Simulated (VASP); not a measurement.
# AlSi48H25C3 in VASP: further runs, part 2 of 2

VASP 6.6.1. The steps go on from the part before.

## Step 3: Single point, PBE+D3(BJ)

Input file INCAR:

```
PREC = Accurate
ENCUT = 520
EDIFF = 1E-6
ISMEAR = 0
SIGMA = 0.03
LREAL = Auto
LASPH = T
NELM = 120
ALGO = Normal
ISIF = 2
LWAVE = F
LCHARG = F
GGA = PE
IVDW = 12
NBANDS = 160
GGA_COMPAT = F
NELMDL = -8
```

Input file KPOINTS:

```
regular mesh
0
Gamma
  1 1 1
```

Input file POSCAR:

```
AlSi48H25C3
1.0
    7.6805938572      7.6805938572      0.0000000000
   -7.6805938572      7.6805938572      0.0000000000
    0.0000000000      0.0000000000     23.4276500000
Si H Al C
48 25 1 3
Direct
    0.7047416400      0.2968213500      0.4181816000
    0.8075087000      0.6997858800      0.4156768500
    0.0510449100      0.9483639000      0.4308820300
    0.3005682100      0.1999944200      0.4187905400
    0.9522389100      0.5482363500      0.4456685100
    0.2040845500      0.8017512500      0.4307514900
    0.4494583800      0.0472055700      0.4418309300
    0.5524497300      0.4509267200      0.4441497600
    0.8765924300      0.3677268900      0.3773862400
    0.8776279100      0.8783590400      0.3792092100
    0.1260411500      0.1254359300      0.3761908000
    0.3704520900      0.3781889800      0.3775278600
    0.1297509400      0.6249454900      0.3768316600
    0.3723618100      0.8735425900      0.3755092600
    0.6254775100      0.1321421100      0.3766750200
    0.6216977800      0.6234088700      0.3783232500
   -0.0035673800      0.2527364200      0.3182259400
   -0.0002419800      0.7482468000      0.3178607800
    0.2507814800      0.0008915600      0.3194578000
    0.4993519100      0.2481704700      0.3189081200
    0.2479845000      0.5006111000      0.3183313600
    0.4969751200      0.7537178900      0.3188581300
    0.7477200700      0.0040875400      0.3182107900
    0.7515253400      0.5013224500      0.3195377900
    0.8748136400      0.1203632000      0.2619328100
    0.8719619400      0.6246367700      0.2606763600
    0.1245012400      0.8757181400      0.2599255800
    0.3776687200      0.1241501400      0.2594503800
    0.1316091400      0.3757961000      0.2629270700
    0.3725574600      0.6232602400      0.2627678600
    0.6266000100      0.8781748000      0.2616843000
    0.6276033200      0.3737886200      0.2623223900
    0.7535082600      0.2534672500      0.2036250900
    0.7544628200      0.7528926700      0.2017367200
   -0.0005880200      0.0043744300      0.2019603500
    0.2529880500      0.2453963700      0.2025054300
    0.0066468600      0.4991359500      0.2058540600
    0.2500875300      0.7465485700      0.2059084900
    0.5010437700      0.0020905800      0.2046755700
    0.5008965500      0.5015020100      0.2046435000
    0.8750000000      0.3750000000      0.1455075500
    0.8750000000      0.8750000000      0.1455075500
    0.1250000000      0.1250000000      0.1455075500
    0.3750000000      0.3750000000      0.1455075500
    0.1250000000      0.6250000000      0.1455075500
    0.3750000000      0.8750000000      0.1455075500
    0.6250000000      0.1250000000      0.1455075500
    0.6250000000      0.6250000000      0.1455075500
    0.9516281900      0.2983718100      0.1067115100
    0.7983718100      0.4516281900      0.1067115100
    0.9516281900      0.7983718100      0.1067115100
    0.7983718100      0.9516281900      0.1067115100
    0.2016281900      0.0483718100      0.1067115100
    0.0483718100      0.2016281900      0.1067115100
    0.4516281900      0.2983718100      0.1067115100
    0.2983718100      0.4516281900      0.1067115100
    0.2016281900      0.5483718100      0.1067115100
    0.0483718100      0.7016281900      0.1067115100
    0.4516281900      0.7983718100      0.1067115100
    0.2983718100      0.9516281900      0.1067115100
    0.7016281900      0.0483718100      0.1067115100
    0.5483718100      0.2016281900      0.1067115100
    0.7016281900      0.5483718100      0.1067115100
    0.5483718100      0.7016281900      0.1067115100
    0.2078567100      0.5186536500      0.5072412600
    0.3317504900      0.5228333000      0.5522243400
    0.1840836400      0.5502421200      0.5791873100
    0.3985788000      0.8777741600      0.5912664600
    0.2402378800      0.8944945300      0.6115159500
    0.2966011100      0.9745797600      0.5540298600
    0.0048394500      0.9127831200      0.5300217600
    0.0749063700      0.0567709100      0.5230175500
    0.9155257600      0.0367365400      0.5042017400
    0.2508570200      0.7445804600      0.5244882500
    0.2450791400      0.5701433000      0.5435181600
    0.3084774900      0.8844534400      0.5737311600
    0.0050575200      0.9912086100      0.5053743600
```

Potentials or basis: VASP PAW PBE potentials, release 64 (Si, H, Al, C).

The run is started by

```console
$ cat potpaw_PBE.64/Si/POTCAR potpaw_PBE.64/H/POTCAR potpaw_PBE.64/Al/POTCAR potpaw_PBE.64/C/POTCAR > POTCAR
$ mpirun -np 1 vasp_gam > vasp.out
```

Run time: 39 min. Hardware: 1 thread of AMD EPYC 7R13, shared host; peak memory 2 GiB.

The run converged. Its results:

* Free energy: -375.4574 eV
* Largest force: 2.912 eV/Å
* Dispersion energy per atom: -0.173 eV

Forces in eV/Å, atoms in the order of the input:
```
Si  -0.848  0.331 -0.357
Si   0.283 -0.918 -0.594
Si  -1.078  0.494 -0.834
Si   0.577  0.142 -0.727
Si   0.866  0.054 -0.807
Si   1.096 -0.532 -1.619
Si   0.661  0.246 -0.754
Si  -0.826 -0.156 -0.645
Si  -1.143  1.474  0.839
Si  -0.029  0.509 -0.598
Si  -0.051 -0.870  0.369
Si   1.100  0.971  0.646
Si  -1.866 -0.422  0.849
Si  -1.413  0.741  1.096
Si   0.272 -1.848  0.509
Si   0.469 -0.170  0.538
Si   0.971  0.089  0.200
Si   0.313 -0.042 -0.153
Si   0.329  0.080 -0.990
Si  -0.687  0.177 -0.395
Si   0.133  0.416  1.074
Si   0.719 -0.085  0.396
Si   0.362 -0.152  1.305
Si   0.017 -0.332 -0.106
Si  -0.499  0.731 -0.431
Si   0.474  0.428 -0.031
Si  -0.501  0.017  0.212
Si  -0.175 -0.270  0.781
Si   0.226 -1.021 -0.559
Si   0.337  0.524 -0.134
Si   0.326 -0.394 -0.218
Si  -0.516 -0.001 -0.035
Si   0.210 -0.759 -0.103
Si  -0.241 -0.937  0.332
Si   0.623 -0.451  0.081
Si  -0.514  0.328  0.013
Si  -0.595 -0.492 -0.686
Si  -0.381  0.278 -1.003
Si   0.338 -0.229 -0.839
Si   0.250 -0.211 -0.198
Si   0.253  0.704  0.244
Si  -0.138  0.642 -0.323
Si  -0.190  0.119 -0.250
Si  -0.049  0.180  0.169
Si   0.172  0.115  0.246
Si   0.172 -0.104  0.539
Si   0.033  0.364  0.284
Si  -0.191  0.221  0.144
H   -0.285 -0.042  0.020
H    0.257  0.039  0.100
H   -0.274  0.015  0.064
H    0.282 -0.072  0.016
H   -0.263 -0.042  0.074
H    0.279  0.087  0.028
H   -0.265  0.045  0.048
H    0.278 -0.025  0.058
H   -0.290  0.018  0.034
H    0.266 -0.013  0.100
H   -0.281  0.009  0.053
H    0.266 -0.020  0.092
H   -0.272 -0.008  0.052
H    0.268 -0.022  0.053
H   -0.267 -0.036  0.072
H    0.291 -0.010  0.024
H   -0.204 -0.175 -0.262
H    0.198  0.470  0.218
H   -0.177 -0.194  0.394
H    0.873  0.658  0.430
H    0.991  0.352 -0.797
H    0.071  0.315 -0.505
H    1.264 -1.673  1.638
H   -0.059 -0.586 -0.138
H   -0.144 -0.117  0.185
Al   0.392  0.825  1.105
C    0.196 -0.201 -0.269
C   -1.779 -1.961  0.740
C   -1.264  2.380 -1.104
```

Levels at points of the mesh, in eV from the Fermi level:
| k point | band 112 | band 113 | band 114 | band 115 | band 116 | band 117 | band 118 | band 119 | band 120 | band 121 |
| --- | --- | --- | --- | --- | --- | --- | --- | --- | --- | --- |
| (0.00, 0.00, 0.00) | -0.50 | -0.40 | -0.30 | -0.23 | -0.04 | 0.04 | 0.52 | 0.72 | 0.86 | 1.01 |

Caveat: the k points lie up to 0.58 Å⁻¹ apart.

## Step 4: Single point, LDA

Input file INCAR:

```
PREC = Accurate
ENCUT = 520
EDIFF = 1E-6
ISMEAR = 0
SIGMA = 0.03
LREAL = Auto
LASPH = True
NELM = 120
ALGO = Normal
ISIF = 2
LWAVE = False
LCHARG = False
GGA = CA
NBANDS = 160
GGA_COMPAT = False
NELMDL = -8
```

Input file KPOINTS:

```
Automatic mesh
0
Gamma
  1 1 1
```

Input file POSCAR:

```
AlSi48H25C3
1.0
    7.6805938572      7.6805938572      0.0000000000
   -7.6805938572      7.6805938572      0.0000000000
    0.0000000000      0.0000000000     23.4276500000
Si H Al C
48 25 1 3
Direct
    0.6876882400      0.3124106700      0.4093922600
    0.8147085100      0.6825722400      0.4091442000
    0.0509916700      0.9493738800      0.4303904900
    0.3180411900      0.1856278500      0.4097449600
    0.9636702000      0.5407307000      0.4374772000
    0.2065730800      0.7914507400      0.4287294400
    0.4602290800      0.0366424100      0.4382782300
    0.5419881000      0.4586385000      0.4391316600
    0.8762246000      0.3888135900      0.3771696900
    0.8860776400      0.8715036500      0.3755223700
    0.1291681000      0.1144415500      0.3757719400
    0.3887652700      0.3761215200      0.3779145400
    0.1149795500      0.6305004500      0.3765942400
    0.3694861100      0.8850328300      0.3777165000
    0.6109251800      0.1239047800      0.3771518600
    0.6242062300      0.6114758400      0.3776662300
    0.0000823900      0.2504678200      0.3239611200
    0.0031719500      0.7486974100      0.3117545500
    0.2514217500     -0.0036768600      0.3122887600
    0.4993858300      0.2501459700      0.3124713300
    0.2495836700      0.5004612900      0.3249815400
    0.4990717200      0.7506191000      0.3252568000
    0.7494606200      0.0002372400      0.3239573900
    0.7501239500      0.5004589000      0.3123826200
    0.8735310200      0.1265633200      0.2644813000
    0.8763438800      0.6244078300      0.2566329600
    0.1244790900      0.8757372500      0.2556599000
    0.3755387100      0.1232911900      0.2569257400
    0.1269853100      0.3737234000      0.2645618600
    0.3737601000      0.6262987900      0.2650304300
    0.6260124400      0.8731369300      0.2647076300
    0.6232166100      0.3767530100      0.2565553000
    0.7509799200      0.2490431500      0.2025821800
    0.7485719600      0.7513509000      0.2025092200
   -0.0036309100      0.0037169000      0.2025166600
    0.2487798000      0.2510396500      0.2025462500
    0.0035335100      0.4967519100      0.2027662300
    0.2520374100      0.7479959900      0.2022368300
    0.5031909600     -0.0034606900      0.2028195900
    0.4960578400      0.5040254400      0.2026631000
    0.8750000000      0.3750000000      0.1455075500
    0.8750000000      0.8750000000      0.1455075500
    0.1250000000      0.1250000000      0.1455075500
    0.3750000000      0.3750000000      0.1455075500
    0.1250000000      0.6250000000      0.1455075500
    0.3750000000      0.8750000000      0.1455075500
    0.6250000000      0.1250000000      0.1455075500
    0.6250000000      0.6250000000      0.1455075500
    0.9516281900      0.2983718100      0.1067115100
    0.7983718100      0.4516281900      0.1067115100
    0.9516281900      0.7983718100      0.1067115100
    0.7983718100      0.9516281900      0.1067115100
    0.2016281900      0.0483718100      0.1067115100
    0.0483718100      0.2016281900      0.1067115100
    0.4516281900      0.2983718100      0.1067115100
    0.2983718100      0.4516281900      0.1067115100
    0.2016281900      0.5483718100      0.1067115100
    0.0483718100      0.7016281900      0.1067115100
    0.4516281900      0.7983718100      0.1067115100
    0.2983718100      0.9516281900      0.1067115100
    0.7016281900      0.0483718100      0.1067115100
    0.5483718100      0.2016281900      0.1067115100
    0.7016281900      0.5483718100      0.1067115100
    0.5483718100      0.7016281900      0.1067115100
    0.1921351200      0.4987597900      0.5175855200
    0.3545262000      0.5091643900      0.5233493900
    0.2621247800      0.5239685500      0.5856102400
    0.3537750400      0.8157532100      0.6186355500
    0.2132204900      0.8892265800      0.6007139400
    0.3490974900      0.9288777500      0.5633461000
   -0.0388656700      0.9220039400      0.5278532000
    0.0799763000      0.0354205000      0.5283618800
    0.9311345600      0.0727526900      0.5012731300
    0.2613469200      0.7245473500      0.5258515000
    0.2670769200      0.5467795700      0.5399581200
    0.2990776100      0.8513989800      0.5827817000
    0.0008947500      0.9998329400      0.5042720300
```

Potentials or basis: VASP PAW LDA potentials, release 64 (Si, H, Al, C).

The run is started by

```console
$ cat potpaw_LDA.64/Si/POTCAR potpaw_LDA.64/H/POTCAR potpaw_LDA.64/Al/POTCAR potpaw_LDA.64/C/POTCAR > POTCAR
$ mpirun -np 1 vasp_gam > vasp.out
```

Run time: 41 min. Hardware: 1 thread of Intel Xeon 8259CL, shared host; peak memory 1.5 GiB.

Results (log left out):

```
Free energy   : -393.7306 eV
Largest force : 0.441 eV/Å
```

Forces on the atoms (eV/Å):
```
Si  -0.187  0.001 -0.223
Si   0.191 -0.013 -0.260
Si  -0.062  0.001  0.157
Si   0.188  0.012 -0.261
Si  -0.128  0.017 -0.221
Si  -0.050 -0.008 -0.034
Si  -0.156 -0.014 -0.226
Si   0.107 -0.016 -0.215
Si  -0.125 -0.023  0.022
Si   0.104 -0.054  0.013
Si   0.104  0.050  0.011
Si   0.123 -0.036  0.028
Si  -0.076 -0.020  0.038
Si  -0.077  0.027  0.030
Si  -0.125  0.023  0.024
Si   0.125  0.038  0.026
Si   0.003  0.001 -0.007
Si  -0.033 -0.053  0.093
Si  -0.036  0.050  0.091
Si  -0.004 -0.020  0.163
Si  -0.004  0.005 -0.010
Si  -0.001 -0.004 -0.009
Si   0.001 -0.001 -0.007
Si  -0.004  0.020  0.163
Si  -0.001  0.001 -0.004
Si  -0.001  0.001 -0.004
Si   0.016 -0.001 -0.011
Si  -0.001 -0.001 -0.006
Si   0.000 -0.008 -0.005
Si   0.000  0.000 -0.005
Si  -0.001  0.008 -0.005
Si   0.010  0.001 -0.007
Si  -0.005  0.000 -0.044
Si   0.009  0.002 -0.045
Si   0.006  0.000 -0.042
Si   0.007 -0.003 -0.045
Si  -0.009  0.001 -0.041
Si  -0.013  0.000 -0.043
Si  -0.009 -0.001 -0.041
Si   0.011  0.001 -0.043
Si   0.288  0.024  0.218
Si  -0.318 -0.023  0.179
Si  -0.314  0.023  0.165
Si  -0.283 -0.004  0.200
Si   0.318  0.003  0.164
Si   0.319  0.004  0.166
Si   0.287 -0.024  0.226
Si  -0.297  0.000  0.179
H   -0.130 -0.026 -0.042
H    0.109  0.021  0.047
H   -0.109  0.025  0.050
H    0.135 -0.020 -0.045
H   -0.109 -0.029  0.047
H    0.134  0.025 -0.046
H   -0.109  0.027  0.046
H    0.140 -0.030 -0.032
H   -0.145  0.010 -0.051
H    0.114 -0.016  0.041
H   -0.143 -0.006 -0.050
H    0.112  0.016  0.042
H   -0.131  0.023 -0.040
H    0.109 -0.020  0.047
H   -0.109 -0.022  0.047
H    0.141  0.023 -0.037
H   -0.060 -0.124 -0.095
H    0.147  0.078 -0.087
H   -0.001  0.000  0.104
H    0.070 -0.004  0.062
H   -0.102 -0.049  0.018
H   -0.021  0.112 -0.085
H    0.042 -0.106  0.047
H    0.064  0.118  0.063
H   -0.121  0.005 -0.023
Al   0.049 -0.003  0.156
C   -0.292  0.257 -0.034
C    0.135 -0.251 -0.240
C    0.186 -0.016 -0.400
```

Levels at points of the mesh, in eV from the Fermi level:
| k point | band 113 | band 114 | band 115 | band 116 | band 117 | band 118 | band 119 | band 120 |
| --- | --- | --- | --- | --- | --- | --- | --- | --- |
| (0.00, 0.00, 0.00) | -0.50 | -0.43 | -0.34 | -0.18 | 0.28 | 0.91 | 0.95 | 1.02 |

Caveat: the k points lie up to 0.58 Å⁻¹ apart.

## Step 5: Single point, PBEsol

Input file INCAR:

```
SYSTEM = AlSi48H25C3
ALGO = Normal ; EDIFF = 1E-6
ENCUT = 520 ; GGA = PS
GGA_COMPAT = .FALSE. ; ISIF = 2
ISMEAR = 0 ; LASPH = .TRUE.
LCHARG = .FALSE. ; LREAL = Auto
LWAVE = .FALSE. ; NBANDS = 160
NELM = 120 ; NELMDL = -8
PREC = Accurate ; SIGMA = 0.03
```

Input file KPOINTS:

```
k-points
0
G
  1 1 1
  0 0 0
```

POSCAR is that of step 4.

Potentials or basis: VASP PAW PBE potentials, release 64 (Si, H, Al, C).

The run is started by

```console
$ cat potpaw_PBE.64/Si/POTCAR potpaw_PBE.64/H/POTCAR potpaw_PBE.64/Al/POTCAR potpaw_PBE.64/C/POTCAR > POTCAR
$ mpirun -np 1 vasp_gam > vasp.out
```

It took 45 min on 1 thread of Intel Xeon 8259CL, shared host; peak memory 2 GiB.

The run converged. Its results:

```yaml
Free_energy: -378.7184 eV
Largest_force: 0.325 eV/Å
```

Forces in eV/Å, atoms in the order of the input:
```
Si  -0.177  0.000 -0.192
Si   0.184 -0.019 -0.226
Si  -0.008  0.000  0.089
Si   0.186  0.016 -0.231
Si  -0.076  0.004 -0.059
Si  -0.048 -0.001 -0.027
Si  -0.086 -0.001 -0.066
Si   0.073 -0.003 -0.059
Si  -0.075  0.011  0.052
Si   0.039 -0.038  0.027
Si   0.039  0.037  0.025
Si   0.070  0.001  0.049
Si  -0.042 -0.045  0.046
Si  -0.043  0.049  0.044
Si  -0.076 -0.012  0.053
Si   0.069  0.001  0.052
Si   0.001 -0.002  0.009
Si  -0.032 -0.055  0.099
Si  -0.031  0.052  0.098
Si  -0.007 -0.019  0.179
Si  -0.001  0.001  0.004
Si  -0.001  0.000  0.006
Si  -0.001  0.001  0.009
Si  -0.006  0.019  0.179
Si   0.000  0.001  0.004
Si   0.000  0.001 -0.006
Si   0.005  0.000 -0.020
Si   0.000 -0.002 -0.007
Si   0.000 -0.005  0.002
Si   0.000  0.000  0.004
Si   0.000  0.005  0.003
Si   0.004  0.000 -0.008
Si   0.014  0.000 -0.034
Si  -0.012  0.001 -0.035
Si  -0.020  0.000 -0.032
Si  -0.011 -0.002 -0.036
Si   0.015  0.000 -0.032
Si   0.011  0.000 -0.034
Si   0.015  0.000 -0.032
Si  -0.015  0.000 -0.036
Si   0.285  0.027  0.118
Si  -0.314 -0.022  0.079
Si  -0.310  0.022  0.064
Si  -0.280 -0.003  0.099
Si   0.315  0.001  0.062
Si   0.316  0.006  0.064
Si   0.284 -0.027  0.126
Si  -0.294 -0.002  0.078
H   -0.144 -0.026 -0.076
H    0.123  0.022  0.014
H   -0.123  0.025  0.018
H    0.149 -0.021 -0.080
H   -0.123 -0.029  0.015
H    0.148  0.026 -0.080
H   -0.123  0.027  0.014
H    0.154 -0.030 -0.067
H   -0.158  0.010 -0.086
H    0.128 -0.016  0.009
H   -0.157 -0.006 -0.085
H    0.126  0.016  0.009
H   -0.145  0.024 -0.075
H    0.123 -0.020  0.015
H   -0.123 -0.023  0.014
H    0.155  0.023 -0.072
H   -0.039 -0.121 -0.071
H    0.135  0.061 -0.062
H    0.008 -0.013  0.125
H    0.079  0.008  0.084
H   -0.102 -0.043  0.040
H   -0.022  0.114 -0.058
H    0.035 -0.107  0.059
H    0.044  0.108  0.064
H   -0.121  0.003 -0.010
Al   0.028 -0.004  0.108
C   -0.171  0.141 -0.002
C    0.076 -0.137 -0.121
C    0.082 -0.010 -0.190
```

Levels at points of the mesh, in eV from the Fermi level:
```csv
k point,band 114,band 115,band 116,band 117,band 118,band 119
"(0.00, 0.00, 0.00)",-0.43,-0.33,-0.18,0.29,0.93,0.95
```

Caveat: the k points lie up to 0.58 Å⁻¹ apart; the PAW data sets were made with another functional, which shifts forces and pressure a little.

## Step 6: Overview

```csv
level,potentials or basis,cell,dipole correction,largest force (eV/Å)
PBE+D3(BJ),"VASP PAW PBE potentials, release 64 (Si, H, Al, C)","as given, atomic positions A",yes,0.33
PBE+D3(BJ),"VASP PAW PBE potentials, release 64 (Si, H, Al, C)","as given, atomic positions B",no,2.91
LDA,"VASP PAW LDA potentials, release 64 (Si, H, Al, C)","as given, atomic positions A",no,0.44
PBEsol,"VASP PAW PBE potentials, release 64 (Si, H, Al, C)","as given, atomic positions A",no,0.32
```

Alike in all rows: task single point; no spin polarisation; k mesh 1 × 1 × 1; cutoff (eV) 520; smearing gaussian 0.03 eV.

Caveats: all runs use coarse meshes; the PAW data sets were made with another functional, which shifts forces and pressure a little (at least some runs).

Total energies depend on the potentials used, so only differences within one code and one set of settings carry meaning.
